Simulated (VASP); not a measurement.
# TaN in VASP: further runs, part 2 of 2

VASP 6.6.1.

## (4) Electric field gradients, PBEsol (equal xy, yz and zx shear strains of -2 %)

INCAR

```
ALGO = Normal
EDIFF = 1E-8
ENCUT = 520
GGA = PS
ISIF = 2
ISMEAR = -1
LASPH = True
LCHARG = False
LEFG = True
LREAL = False
LWAVE = False
NBANDS = 15
NELM = 80
PREC = Accurate
SIGMA = 0.02
```

KPOINTS

```
k-points
0
Gamma
  9 9 9
```

POSCAR

```
TaN
1.0
   -0.0435800000      2.1572100000      2.1572100000
    2.1572100000     -0.0435800000      2.1572100000
    2.1572100000      2.1572100000     -0.0435800000
Ta N
1 1
Direct
    0.5000000000      0.5000000000      0.5000000000
    0.0000000000      0.0000000000      0.0000000000
```

Potentials or basis: VASP PAW PBE potentials, release 64 (Ta_pv, N).

Run with:

```
$ cat potpaw_PBE.64/Ta_pv/POTCAR potpaw_PBE.64/N/POTCAR > POTCAR
$ mpirun -np 1 vasp_std > vasp.out
```

OUTCAR:

```text
EDIFF = 1E-8
   ENCUT = 520
   GGA = PS
   ISIF = 2
   ISMEAR = -1
   LASPH = True
   LREAL = False
   NELM = 80
   PREC = Accurate

 ion  position               nearest neighbor table
   1  0.500  0.500  0.500-   2 2.18   2 2.18   2 2.18   2 2.18   2 2.18   2 2.18
   2  0.000  0.000  0.000-   1 2.18   1 2.18   1 2.18   1 2.18   1 2.18   1 2.18

  LATTYP: Found a trigonal (rhomboedric) cell.
 ALAT       =     3.0510668928
 COS(alpha) =     0.4797000918

  Lattice vectors:

 A1 = (  -0.0435800000,   2.1572100000,   2.1572100000)
 A2 = (   2.1572100000,  -0.0435800000,   2.1572100000)
 A3 = (   2.1572100000,   2.1572100000,  -0.0435800000)
[... 643 lines left out ...]
  free  energy   TOTEN  =       -23.2047674072 eV

  energy  without entropy=      -23.2038493367  energy(sigma->0) =      -23.20430837

 Electric field gradients (V/A^2)
---------------------------------------------------------------------
 ion       V_xx      V_yy      V_zz      V_xy      V_xz      V_yz
---------------------------------------------------------------------
   1       0.000     0.000     0.000     2.608     2.608     2.608
   2       0.000    -0.000     0.000    -0.630    -0.630    -0.630
---------------------------------------------------------------------

 Electric field gradients after diagonalization (V/A^2)
 (convention: |V_zz| > |V_xx| > |V_yy|)
----------------------------------------------------------------------
 ion       V_xx      V_yy      V_zz     asymmetry (V_yy - V_xx)/ V_zz
----------------------------------------------------------------------
   1      -2.608    -2.608     5.217       0.000
   2       0.630     0.630    -1.259       0.000
----------------------------------------------------------------------

           NMR quadrupolar parameters

 Cq : quadrupolar parameter    Cq=e*Q*V_zz/h
 eta: asymmetry parameters     (V_yy - V_xx)/ V_zz
 Q  : nuclear electric quadrupole moment in mb (millibarn)
----------------------------------------------------------------------
 ion       Cq(MHz)       eta       Q (mb)
----------------------------------------------------------------------
   1       0.013       0.000       1.000
   2      -0.003       0.000       1.000
----------------------------------------------------------------------
```

stdout:

```text
POSCAR found type information on POSCAR TaN
 POSCAR found :  2 types and       2 ions
 scaLAPACK will be used
 -----------------------------------------------------------------------------
|                                                                             |
|                                                                             |
|     You enforced a specific xc type in the INCAR file but a different       |
|     I HOPE YOU KNOW WHAT YOU ARE DOING!                                     |
|                                                                             |
 -----------------------------------------------------------------------------

 LDA part: xc-table for (Slater+PW92), standard interpolation
 POSCAR, INCAR and KPOINTS ok, starting setup
 FFT: planning ... GRIDC
 FFT: planning ... GRID_SOFT
 FFT: planning ... GRID
 WAVECAR not read
 entering main loop
ion   1

ion   2
```

It took 18 s on 1 thread of Intel Xeon 6975P-C, shared host; peak memory 0.16 GiB.

Results:

```yaml
Free_energy: -23.2048 eV
Pressure: 5.6 GPa
Band_gap_on_the_k_mesh: zero (band 8 reaches 11.36 eV, above the bottom of band 9 at 7.31 eV)
```

Levels at points of the mesh, in eV from the Fermi level:
```
           k point  band 5  band 6  band 7  band 8  band 9  band 10  band 11  band 12
(0.00, 0.00, 0.00)   -3.79   -3.79   -3.62   -2.24   -2.24    -1.76     0.18     0.18
```

Electric field gradients, principal values (V/Å²):
| atom | least | middle | greatest (by size) |
| --- | --- | --- | --- |
| 1 Ta | -2.608 | -2.608 | 5.217 |
| 2 N | 0.630 | 0.630 | -1.259 |

Caveat: the cell differs from its parent crystal (equal xy, yz and zx shear strains of -2 %); without QUAD_EFG the Cq values of the log hold for a quadrupole moment of 1 mb, not for the nuclei; the PAW data sets were made with another functional, which shifts forces and pressure a little; spin-orbit coupling is left out, which moves the levels of the heavy elements.

## (5) Electric field gradients, PBEsol (equal xy, yz and zx shear strains of -1 %)

INCAR

```
SYSTEM = TaN
ALGO = Normal
EDIFF = 1E-8
ENCUT = 520
GGA = PS
ISIF = 2
ISMEAR = -1
LASPH = .TRUE.
LCHARG = .FALSE.
LEFG = .TRUE.
LREAL = .FALSE.
LWAVE = .FALSE.
NBANDS = 15
NELM = 100
PREC = Accurate
SIGMA = 0.02
```

KPOINTS

```
k-points
0
G
  9 9 9
  0 0 0
```

POSCAR

```
TaN
1.0
   -0.0217900000      2.1681050000      2.1681050000
    2.1681050000     -0.0217900000      2.1681050000
    2.1681050000      2.1681050000     -0.0217900000
Ta N
1 1
Direct
    0.5000000000      0.5000000000      0.5000000000
    0.0000000000      0.0000000000      0.0000000000
```

Potentials or basis: VASP PAW PBE potentials, release 64 (Ta_pv, N).

Run with:

```
$ cat potpaw_PBE.64/Ta_pv/POTCAR potpaw_PBE.64/N/POTCAR > POTCAR
$ mpirun -np 1 vasp_std > vasp.out
```

OUTCAR:

```text
SYSTEM = TaN
   EDIFF = 1E-8
   ENCUT = 520
   GGA = PS
   ISIF = 2
   ISMEAR = -1
   LASPH = .TRUE.
   LREAL = .FALSE.
   NELM = 100
   PREC = Accurate

 ion  position               nearest neighbor table
   1  0.500  0.500  0.500-   2 2.18   2 2.18   2 2.18   2 2.18   2 2.18   2 2.18
   2  0.000  0.000  0.000-   1 2.18   1 2.18   1 2.18   1 2.18   1 2.18   1 2.18

  LATTYP: Found a trigonal (rhomboedric) cell.
 ALAT       =     3.0662409211
 COS(alpha) =     0.4899250057

  Lattice vectors:

 A1 = (  -0.0217900000,   2.1681050000,   2.1681050000)
[... 645 lines left out ...]
  free  energy   TOTEN  =       -23.2073664448 eV

  energy  without entropy=      -23.2058762833  energy(sigma->0) =      -23.20662136

 Electric field gradients (V/A^2)
---------------------------------------------------------------------
 ion       V_xx      V_yy      V_zz      V_xy      V_xz      V_yz
---------------------------------------------------------------------
   1      -0.000     0.000     0.000     1.049     1.049     1.049
   2      -0.000    -0.000    -0.000    -0.396    -0.396    -0.396
---------------------------------------------------------------------

 Electric field gradients after diagonalization (V/A^2)
 (convention: |V_zz| > |V_xx| > |V_yy|)
----------------------------------------------------------------------
 ion       V_xx      V_yy      V_zz     asymmetry (V_yy - V_xx)/ V_zz
----------------------------------------------------------------------
   1      -1.049    -1.049     2.098       0.000
   2       0.396     0.396    -0.793       0.000
----------------------------------------------------------------------

           NMR quadrupolar parameters

 Cq : quadrupolar parameter    Cq=e*Q*V_zz/h
 eta: asymmetry parameters     (V_yy - V_xx)/ V_zz
 Q  : nuclear electric quadrupole moment in mb (millibarn)
----------------------------------------------------------------------
 ion       Cq(MHz)       eta       Q (mb)
----------------------------------------------------------------------
   1       0.005       0.000       1.000
   2      -0.002       0.000       1.000
----------------------------------------------------------------------
```

Run time: 17 s. Hardware: 1 thread of Intel Xeon 6975P-C, shared host; peak memory 0.16 GiB.

Results:

| Property | Result |
| --- | --- |
| Free energy | -23.2074 eV |
| Pressure | 5.5 GPa |
| Band gap on the k mesh | zero (band 8 reaches 11.34 eV, above the bottom of band 9 at 7.40 eV) |

Stress tensor (GPa, compression positive):
```
5.46 0.52 0.52
0.52 5.46 0.52
0.52 0.52 5.46
```

Electric field gradients, principal values (V/Å²):
| atom | least | middle | greatest (by size) |
| --- | --- | --- | --- |
| 1 Ta | -1.049 | -1.049 | 2.098 |
| 2 N | 0.396 | 0.396 | -0.793 |

Caveat: the cell differs from its parent crystal (equal xy, yz and zx shear strains of -1 %); without QUAD_EFG the Cq values of the log hold for a quadrupole moment of 1 mb, not for the nuclei; the PAW data sets were made with another functional, which shifts forces and pressure a little; spin-orbit coupling is left out, which moves the levels of the heavy elements.

## (6) Summary

```csv
cell,gap on the mesh (eV),pressure (GPa)
"a = 3.097, b = 3.097, c = 3.112 Å, angles 59.8, 59.8, 60.3°, 2 atoms",none,-1.8
"a = 3.051 Å, angles 61.3°, 2 atoms",none,5.6
"a = 3.066 Å, angles 60.7°, 2 atoms",none,5.5
```

Alike in all rows: task electric field gradients; level PBEsol; potentials or basis VASP PAW PBE potentials, release 64 (Ta_pv, N); no spin polarisation; k mesh 9 × 9 × 9; cutoff (eV) 520; smearing fermi-dirac 0.02 eV.

Caveats: the PAW data sets were made with another functional, which shifts forces and pressure a little; spin-orbit coupling is left out, which moves the levels of the heavy elements.

Total energies depend on the potentials used, so only differences within one code and one set of settings carry meaning.
